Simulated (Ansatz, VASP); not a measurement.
# One calculation of KBr, two programs

File INCAR:

```
ALGO = Normal ; EDIFF = 1E-7
ENCUT = 520 ; GGA = PE
ISIF = 2 ; ISMEAR = 0
LASPH = T ; LCHARG = F
LREAL = F ; LWAVE = F
NBANDS = 15 ; NELM = 60
PREC = Accurate ; SIGMA = 0.01
```

KPOINTS

```
k-points
0
Gamma
  6 6 6
```

The input POSCAR:

```
KBr
1.0
    4.1183828750      0.0000000000      0.0000000000
    0.0000000000      4.1183828750      0.0000000000
    0.0000000000      0.0000000000      4.1183828750
K Br
1 1
Direct
    0.0000000000      0.0000000000      0.0000000000
    0.5000000000      0.5000000000      0.5000000000
```

Input for Ansatz:

```yaml
crystal:
  lattice:
    - [4.118382875, 0.0, 0.0]
    - [0.0, 4.118382875, 0.0]
    - [0.0, 0.0, 4.118382875]
  atoms:
    - { symbol: K, position: [0.0, 0.0, 0.0] }
    - { symbol: Br, position: [0.5, 0.5, 0.5] }
kpoints:
  mp_grid: { grid: [6, 6, 6] }
hamiltonian:
  xc: pbe
scf:
  occupations: { method: fixed }
  n_extra_bands: 4
output:
  forces: true
  stress: true
  eigenvalues: true
```

Alike in both runs: task single point; functional PBE; k mesh 6 × 6 × 6; no spin polarisation.

|  | VASP | Ansatz |
| --- | --- | --- |
| version | VASP 6.6.1 | Ansatz 0.2.0 |
| potentials or method | VASP PAW PBE potentials, release 64 (K_sv, Br) | plane waves, PAW |
| plane-wave cutoff (eV) | 520 | 420 |
| occupations | gaussian, width 0.01 eV | fixed |
| valence electrons in the cell | 16 | 16 |

```tsv
	VASP	Ansatz	Ansatz less VASP
gap on the k mesh at the Fermi level (eV)	3.71	3.71	0.000
pressure (GPa)	-0.8	-0.8	-0.02
```
